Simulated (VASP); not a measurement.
Ni2Cl: single point with PBE

Ni2Cl, a slab with vacuum:

```xyz
3
Lattice="2.5298 0.0000 0.0000 -1.2649 2.1909 0.0000 0.0000 0.0000 11.7453" Properties=species:S:1:pos:R:3 pbc="T T T"
Ni    1.2649    0.7303   10.8006
Ni    0.0000    1.4606    0.9447
Cl    0.0000    0.0000    0.0000
```

The cell was generated, and may not be a known phase.

- Program: VASP 6.6.1
- Task: single point
- Functional: PBE
- Potentials or basis: VASP PAW PBE potentials, release 64 (Ni, Cl)
- Cutoff: 520 eV
- k mesh: 6 × 6 × 2
- Occupations: gaussian, width 0.1 eV
- Spin: collinear spin, ferromagnetic start
- Starting moments: [2.0, 2.0, 0.0] μB

```
Largest force : 22.816 eV/Å
Net moment    : 0.00 μB per cell
```

Forces in eV/Å, atoms in the order of the input:
```
Ni    0.000   0.000 -22.816
Ni    0.000   0.000  22.816
Cl    0.000   0.000   0.000
```

Levels at points of the mesh, in eV from the Fermi level:
Spin up:
| k point | band 11 | band 12 | band 13 | band 14 | band 15 | band 16 |
| --- | --- | --- | --- | --- | --- | --- |
| (0.00, 0.00, 0.00) | -3.95 | -3.82 | -2.94 | 0.48 | 2.39 | 2.39 |
| (0.50, 0.00, 0.00) | -3.46 | -3.38 | -2.63 | 0.35 | 1.54 | 5.27 |
| (0.00, 0.00, 0.50) | -3.95 | -3.82 | -2.94 | 0.46 | 2.39 | 2.39 |
| (0.50, 0.00, 0.50) | -3.46 | -3.38 | -2.63 | 0.35 | 1.54 | 5.27 |
Spin down:
```
           k point  band 11  band 12  band 13  band 14  band 15  band 16
(0.00, 0.00, 0.00)    -3.95    -3.82    -2.94     0.48     2.39     2.39
(0.50, 0.00, 0.00)    -3.46    -3.38    -2.63     0.35     1.54     5.27
(0.00, 0.00, 0.50)    -3.95    -3.82    -2.94     0.46     2.39     2.39
(0.50, 0.00, 0.50)    -3.46    -3.38    -2.63     0.35     1.54     5.27
```

It took 82 s on 1 thread of Oxide Virtual Turin-like Processor (shared host), peak memory 0.18 GiB.

Caveat: the k points lie up to 0.48 Å⁻¹ apart; there is no dipole correction, which matters where the two faces differ; the moments typed at the start vanished in this run. With open d or f shells a metallic result of PBE can be an artefact of self-interaction; +U or a hybrid may open a gap.
